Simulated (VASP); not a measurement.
Wanted: the native input for a VASP 6.6.1 run.

- Task: single point
- Functional: PBEsol
- Potentials or basis: VASP PAW PBE potentials, release 64 (Rb_sv, Br)
- Cutoff: 520 eV
- k mesh: 7 × 7 × 7
- Occupations: fermi-dirac, width 0.03 eV
- Spin: no spin polarisation
- Dipole correction: no
- Further INCAR settings: ALGO = Normal; EDIFF = 1e-06; NBANDS = 15

The structure of RbBr lies in POSCAR:

```
RbBr
1.0
    0.0000000000      3.3575313876      3.3575313876
    3.3575313876      0.0000000000      3.3575313876
    3.3575313876      3.3575313876      0.0000000000
Rb Br
1 1
Direct
    0.0000000000      0.0000000000      0.0000000000
    0.5000000000      0.5000000000      0.5000000000
```

This cell differs from its parent crystal: volume scaled by 0.94.

The input as run:

INCAR

```
ALGO     = Normal         # electronic algorithm
EDIFF    = 1E-6           # SCF threshold, eV
ENCUT    = 520            # plane-wave cutoff, eV
GGA      = PS             # functional
ISIF     = 2              # what is computed and relaxed
ISMEAR   = -1             # smearing method
LASPH    = T              # aspherical terms in the spheres
LCHARG   = T              # write CHGCAR
LELF     = T              # ELF
LREAL    = F              # projectors in reciprocal space
LVHAR    = T            
LWAVE    = F              # write WAVECAR
NBANDS   = 15             # bands
NELM     = 100            # most SCF steps
PREC     = Accurate       # precision mode
SIGMA    = 0.03           # smearing width, eV
```

KPOINTS

```
k-points
0
Gamma
  7 7 7
```

Potentials or basis: VASP PAW PBE potentials, release 64 (Rb_sv, Br).

Launch:

```sh
$ cat potpaw_PBE.64/Rb_sv/POTCAR potpaw_PBE.64/Br/POTCAR > POTCAR
$ mpirun -np 1 vasp_std > vasp.out
```

It gave:

* Pressure: 1.0 GPa
* Band gap on the k mesh: 4.36 eV, direct

Caveat: the PAW data sets were made with another functional, which shifts forces and pressure a little.

It took 37 s on 1 thread of Intel(R) Xeon(R) Platinum 8259CL CPU @ 2.50GHz (Skylake/Cascade Lake), on a shared host, peak memory 0.21 GiB.
